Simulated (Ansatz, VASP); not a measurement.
## One calculation of KCl, two programs

```
K Cl
1.0
     0.00000    3.09298    3.15610
     3.15610    0.00000    3.15610
     3.15610    3.09298    0.00000
K Cl
1 1
Cartesian
  0.0000 0.0000 0.0000
  3.1561 3.0930 3.1561
```

Change from the starting cell: strain -0.0200 x Voigt [0, 1, 0, 0, 0, 0], atoms carried along.

Alike in both runs: task single point; functional PBE; k mesh 6 × 6 × 6; occupations gaussian, width 0.05 eV; no spin polarisation.

|  | VASP | Ansatz |
| --- | --- | --- |
| version | VASP 6.6.1 | Ansatz 0.2.0 |
| potentials or method | VASP PAW PBE potentials, release 64 (K_sv, Cl), cutoff 520 eV | scalar-relativistic, plane waves, PAW |
| valence electrons in the cell | 16 | 16 |

|  | VASP | Ansatz | Ansatz less VASP |
| --- | --- | --- | --- |
| gap on the k mesh at the Fermi level (eV) | 5.21 | 5.22 | +0.002 |
| least direct gap on the mesh (eV) | 5.21 | 5.22 | +0.002 |
| pressure (GPa) | 1.0 | 1.0 | -0.03 |
| traceless stress, the component that is largest in VASP (GPa) | 0.57 | 0.56 | -0.010 |

The functional is the same, so the differences come from potentials, cutoffs and numerics.
